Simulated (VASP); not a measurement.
Co:

```
Co
1.0
     2.55683    0.00000    0.00000
    -1.27841    2.21428    0.00000
     0.00000    0.00000    4.12433
Co
2
Cartesian
  1.2784 0.7381 1.0311
  0.0000 1.4762 3.0932
```

Program: VASP 6.6.1. Alike in all runs: task single point; level LDA; potentials or basis VASP PAW LDA potentials, release 64 (Co); spin collinear, ferromagnetic start; cell as given; k mesh 24 × 24 × 12; cutoff (eV) 520; smearing gaussian 0.15 eV.

**Question.** Order these runs on this cell by their pressure, lowest first.
A. fixed moment (μB) 3.3
B. fixed moment (μB) 2.2
C. fixed moment (μB) 3.85

**Answer.** B (-34.3 GPa), A (-28.5 GPa), C (-24.1 GPa).

Caveats: the total moment is fixed, so each spin has its own Fermi level.
